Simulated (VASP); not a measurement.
Runs of VASP 6.6.1 on C. The structure is that of space group I4_122 (No. 98), or close to it. The cells are those of the table. 

```tsv
task	cell	k mesh	cutoff (eV)	smearing	gap on the mesh (eV)	pressure (GPa)	relaxed volume (Å³/atom)	largest force (eV/Å)
relaxation of cell and atoms	relaxed from a = 3.846 Å, angles 98.0, 98.0, 136.2°, 6 atoms	12 × 12 × 12	600	gaussian 0.02 eV	1.40	-0.2	(b)	-
single point	a = 3.846 Å, angles 98.0, 98.0, 136.2°, 6 atoms	12 × 12 × 12	520	gaussian 0.02 eV	1.41	0.7	-	0.07
relaxation of cell and atoms	relaxed from a = 3.504 Å, angles 98.7, 98.7, 134.2°, 6 atoms	8 × 8 × 8	600	gaussian 0.1 eV	1.41	-0.3	6.10	-
single point	a = 3.504 Å, angles 98.7, 98.7, 134.2°, 6 atoms	8 × 8 × 8	520	gaussian 0.1 eV	1.14	107.6	-	(a)
single point	a = 3.846 Å, angles 98.0, 98.0, 136.2°, 6 atoms	8 × 8 × 8	520	gaussian 0.1 eV	1.41	(c)	-	0.07
```

Alike in all rows: level PBE; potentials or basis VASP PAW PBE potentials, release 64 (C); no spin polarisation.

Task: Estimate the missing entries.

Result: (a) 2.25; (b) 6.09; (c) 0.6.

Caveats: the volume moved by over 15 % at a fixed basis, so the end points are rough (some runs); forces of over 1 eV/Å act on the atoms, so gaps and moduli don't describe the material at rest (some runs).

A k mesh can miss the band edges.
